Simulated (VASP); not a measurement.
Here is a VASP 6.6.1 calculation.

INCAR

```
SYSTEM = W3C
PREC = Accurate ; ENCUT = 520
EDIFF = 1E-6 ; ISMEAR = 0
SIGMA = 0.1 ; LREAL = .FALSE.
LASPH = .TRUE. ; NELM = 60
ALGO = Normal ; ISIF = 2
LWAVE = .FALSE. ; LCHARG = .FALSE.
LDIPOL = .TRUE. ; IDIPOL = 3
DIPOL = 0.5 0.5 0.360 ; GGA = PE
NBANDS = 31
```

File KPOINTS:

```
regular mesh
0
G
  9 9 1
  0 0 0
```

Contents of POSCAR:

```
W3C
1.0
    2.8547213223      0.0000000000      0.0000000000
   -1.4273606611      2.4722611858      0.0000000000
    0.0000000000      0.0000000000     20.1973423164
W C
3 1
Direct
    0.6666666667      0.3333333334      0.1980458586
    0.3333333333      0.6666666666      0.3143385340
    0.0000000000      0.0000000000      0.4306181566
    0.0000000000      0.5000000000      0.4956330957
```

Potentials or basis: VASP PAW PBE potentials, release 64 (W_sv, C).

Command:

```sh
$ cat potpaw_PBE.64/W_sv/POTCAR potpaw_PBE.64/C/POTCAR > POTCAR
$ mpirun -np 1 vasp_std > vasp.out
```

Problem. Estimate the largest force.

Solution. 0.265 eV/Å.

Problem. What does it give for the band gap on the k mesh?

Solution. Zero (bands 23 and 24 overlap by 0.78 eV).

Forces on the atoms (eV/Å):
```
W   -0.032 -0.019 -0.079
W    0.150  0.087 -0.200
W    0.028  0.016  0.183
C   -0.147 -0.085  0.095
```

Caveat: spin-orbit coupling is left out, which moves the levels of the heavy elements.
